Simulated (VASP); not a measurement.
# SnPt3 (Pm-3m) in VASP: vibrations by perturbation theory with LDA

Aim: the vibrations by perturbation theory of SnPt3 with LDA.

Program: VASP 6.6.1. These are calculated values, not measurements. Logs are shortened: lines on timing, memory, paths and dates and some standing lists are left out, and cuts for length are marked.

## (1) The cell of the first run

It takes space group Pm-3m (No. 221, cubic). Conventional cell: a = 4.007 Å, b = 4.007 Å, c = 4.007 Å, α = 90.00°, β = 90.00°, γ = 90.00°. Sn (site symmetry m-3m) has 12 Pt at 2.83 Å within 3.7 Å. Within 3.7 Å of Pt (site symmetry 4/mmm) lie 4 Sn at 2.83 Å and 8 Pt at 2.83 Å.

## (2) Vibrations by perturbation theory, LDA (16.08 Å³/atom)

INCAR reads:

```
PREC = Accurate
ENCUT = 520
EDIFF = 1E-8
ISMEAR = -1
SIGMA = 0.15
LREAL = False
LASPH = True
NELM = 80
ALGO = Normal
ISIF = 2
LWAVE = False
LCHARG = False
NBANDS = 30
IBRION = 8
NSW = 1
```

KPOINTS reads:

```
Automatic mesh
0
Gamma
  10 10 10
```

POSCAR reads:

```
SnPt3
1.0
    4.0067397549      0.0000000000      0.0000000000
    0.0000000000      4.0067397549      0.0000000000
    0.0000000000      0.0000000000      4.0067397549
Sn Pt
1 3
Direct
    0.0000000000      0.0000000000      0.0000000000
    0.0000000000      0.5000000000      0.5000000000
    0.5000000000      0.0000000000      0.5000000000
    0.5000000000      0.5000000000      0.0000000000
```

Potentials or basis: VASP PAW LDA potentials, release 64 (Sn_d, Pt).

Run with:

```bash
$ cat potpaw_LDA.64/Sn_d/POTCAR potpaw_LDA.64/Pt/POTCAR > POTCAR
$ mpirun -np 1 vasp_std > vasp.out
```

OUTCAR:

```text
PREC = Accurate
   ENCUT = 520
   EDIFF = 1E-8
   ISMEAR = -1
   LREAL = False
   LASPH = True
   NELM = 80
   ISIF = 2
   IBRION = 8
   NSW = 1

 ion  position               nearest neighbor table
   1  0.000  0.000  0.000-   2 2.83   3 2.83   4 2.83   2 2.83   3 2.83   2 2.83   4 2.83   2 2.83
                             3 2.83   4 2.83   3 2.83   4 2.83
   2  0.000  0.500  0.500-   1 2.83   3 2.83   4 2.83   1 2.83   4 2.83   1 2.83   3 2.83   1 2.83
                             3 2.83   4 2.83   4 2.83   3 2.83
   3  0.500  0.000  0.500-   1 2.83   2 2.83   4 2.83   1 2.83   4 2.83   2 2.83   4 2.83   4 2.83
                             1 2.83   2 2.83   1 2.83   2 2.83
   4  0.500  0.500  0.000-   1 2.83   2 2.83   3 2.83   2 2.83   3 2.83   1 2.83   3 2.83   3 2.83
                             1 2.83   2 2.83   2 2.83   1 2.83

  LATTYP: Found a simple cubic cell.
 ALAT       =     4.0067397549

  Lattice vectors:

 A1 = (   4.0067397549,   0.0000000000,   0.0000000000)
 A2 = (   0.0000000000,   4.0067397549,   0.0000000000)
 A3 = (   0.0000000000,   0.0000000000,   4.0067397549)

Analysis of symmetry for initial positions (statically):
=====================================================================
 Subroutine PRICEL returns:
 Original cell was already a primitive cell.

 Routine SETGRP: Setting up the symmetry group for a
 simple cubic supercell.

 Subroutine GETGRP returns: Found 48 space group operations
 (whereof 48 operations were pure point group operations)
 out of a pool of 48 trial point group operations.

The static configuration has the point symmetry O_h .

Analysis of symmetry for dynamics (positions and initial velocities):
=====================================================================
 Subroutine PRICEL returns:
 Original cell was already a primitive cell.

 Routine SETGRP: Setting up the symmetry group for a
[... 1000 lines left out ...]

[... ionic steps 5 to 6 ...]

--------------------------------------- Ionic step        7  -------------------------------------------

------------------------ aborting loop because EDIFF is reached ----------------------------------------

--------------------------------------- Ionic step        8  -------------------------------------------

 Free energy of the ion-electron system (eV)
  ---------------------------------------------------
  ---------------------------------------------------
  free energy    TOTEN  =        -0.25977072 eV

  energy without entropy =       -0.25977072

------------------------ aborting loop because EDIFF is reached ----------------------------------------

 INTERNAL STRAIN TENSOR  FOR ION    2  DIRECTION 2   (eV/Angst):
 -----------------------------------------------------------------------------
    -0.01275  0.00000  0.00000
     0.00000  0.02810  0.00000
     0.00000  0.00000 -0.00082

 INTERNAL STRAIN TENSOR FOR ION    4 for displacements in x,y,z  (eV/Angst):
          X           Y           Z          XY          YZ          ZX
  --------------------------------------------------------------------------------
  x     0.00000     0.00000     0.00000     0.00000     0.00000     0.00000
  y     0.00000     0.00000     0.00000     0.00000     0.00000     0.00000
  z     0.00000     0.00000     0.00000     0.00000     0.00000     0.00000

 SECOND DERIVATIVES (NOT SYMMETRIZED)
 ------------------------------------
               1X          1Y          1Z          2X          2Y          2Z          3X          3Y          3Z          4X          4Y          4Z
  1X    -5.556890    0.000000    0.000000   -1.705086   -0.000000    0.000000    3.630988   -0.000000   -0.000000    3.630988    0.000000    0.000000
  1Y    -0.000000   -5.556890    0.000000   -0.000000    3.630988   -0.000000    0.000000   -1.705086    0.000000    0.000000    3.630988    0.000000
  1Z     0.000000   -0.000000   -5.556890    0.000000   -0.000000    3.630988    0.000000   -0.000000    3.630988   -0.000000    0.000000   -1.705086
  2X    -1.717901   -0.000000   -0.000000   -9.821064    0.000000   -0.000000    5.769483    0.000000    0.000000    5.769483   -0.000000   -0.000000
  2Y     0.000000    3.615174    0.000000    0.000000   -7.356277    0.000000    0.000000    5.770619    0.000000    0.000000   -2.029517    0.000000
  2Z     0.000000    0.000000    3.615174    0.000000    0.000000   -7.356277    0.000000    0.000000   -2.029517    0.000000    0.000000    5.770619
  3X     3.615174    0.000000    0.000000    5.770619    0.000000    0.000000   -7.356277    0.000000    0.000000   -2.029517    0.000000    0.000000
  3Y    -0.000000   -1.717901    0.000000    0.000000    5.769483   -0.000000    0.000000   -9.821064   -0.000000   -0.000000    5.769483    0.000000
  3Z     0.000000    0.000000    3.615174    0.000000    0.000000   -2.029517    0.000000    0.000000   -7.356277    0.000000    0.000000    5.770619
  4X     3.615174    0.000000    0.000000    5.770619    0.000000    0.000000   -2.029517    0.000000    0.000000   -7.356277    0.000000    0.000000
  4Y     0.000000    3.615174    0.000000    0.000000   -2.029517    0.000000    0.000000    5.770619    0.000000    0.000000   -7.356277    0.000000
  4Z    -0.000000   -0.000000   -1.717901    0.000000    0.000000    5.769483    0.000000    0.000000    5.769483   -0.000000    0.000000   -9.821064

 Eigenvectors and eigenvalues of the dynamical matrix
 ----------------------------------------------------

   1 f  =    5.138875 THz    32.288503 2PiTHz  171.414412 cm-1    21.252669 meV
             X         Y         Z           dx          dy          dz
      0.000000  0.000000  0.000000    -0.236196   -0.409308   -0.000000
      0.000000  2.003370  2.003370    -0.287760    0.408649    0.000000
      2.003370  0.000000  2.003370     0.235815   -0.498665    0.000000
      2.003370  2.003370  0.000000     0.235815    0.408649   -0.000000
[... 71 lines left out ...]
  12 f/i=    0.006214 THz     0.039041 2PiTHz    0.207261 cm-1     0.025697 meV
             X         Y         Z           dx          dy          dz
      0.000000  0.000000  0.000000    -0.228272    0.339304    0.000833
      0.000000  2.003370  2.003370    -0.294398    0.436919    0.001073
      2.003370  0.000000  2.003370    -0.293944    0.437594    0.001073
      2.003370  2.003370  0.000000    -0.293944    0.436919    0.001075

--------------------------------------------------------------------------------------------------------

 ELASTIC MODULI CONTR FROM IONIC RELAXATION (kBar)
 Direction    XX          YY          ZZ          XY          YZ          ZX
 --------------------------------------------------------------------------------
 XX           0.0000      0.0000      0.0000      0.0000      0.0000      0.0000
 YY           0.0000      0.0000      0.0000      0.0000      0.0000      0.0000
 ZZ           0.0000      0.0000      0.0000      0.0000      0.0000      0.0000
 XY           0.0000      0.0000      0.0000      0.0000      0.0000      0.0000
 YZ           0.0000      0.0000      0.0000      0.0000      0.0000      0.0000
 ZX           0.0000      0.0000      0.0000      0.0000      0.0000      0.0000
 --------------------------------------------------------------------------------
```

Run time: 23 min. Hardware: 1 thread of Intel Xeon 6975P-C (Granite Rapids), shared host; peak memory 0.83 GiB.

Results:

```
Highest phonon frequency at Γ : 171 cm⁻¹
```

Phonon frequencies in cm⁻¹ (negative: imaginary):
```
              q point                             frequencies
(0.000, 0.000, 0.000)  0 0 0 86 86 86 101 101 101 171 171 171
```

Caveat: the cell stands under pressure or tension, which shifts response properties; spin-orbit coupling is left out, which moves the levels of the heavy elements.
